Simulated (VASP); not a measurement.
GaN, 12 atoms in the cell. The cell holds a slab with vacuum, 12 atoms: a = 3.218 Å, b = 3.218 Å, c = 28.754 Å, α = 90.00°, β = 90.00°, γ = 120.00°. 

| Item | Value |
| --- | --- |
| Program | VASP 6.6.1 |
| Task | single point |
| Functional | PBE |
| Potentials or basis | VASP PAW PBE potentials, release 64 (N, Ga_d) |
| Cutoff | 520 eV |
| k mesh | 9 × 9 × 1 |
| Occupations | gaussian, width 0.05 eV |
| Spin | no spin polarisation |
| Dipole correction | yes |
| Further INCAR settings | ALGO = Normal; EDIFF = 1e-06; NBANDS = 66 |

Potentials or basis: VASP PAW PBE potentials, release 64 (N, Ga_d).

Command:

```console
$ cat potpaw_PBE.64/N/POTCAR potpaw_PBE.64/Ga_d/POTCAR > POTCAR
$ mpirun -np 1 vasp_std > vasp.out
```

Hardware: 1 thread of Intel(R) Xeon(R) Platinum 8375C CPU @ 2.90GHz (Ice Lake) (shared host).

How long does it take, and how much memory?

Wall time 11 min on 1 thread of Intel(R) Xeon(R) Platinum 8375C CPU @ 2.90GHz (Ice Lake) (shared host), peak memory 0.42 GiB. Counts: scf iterations 49, k points 12.
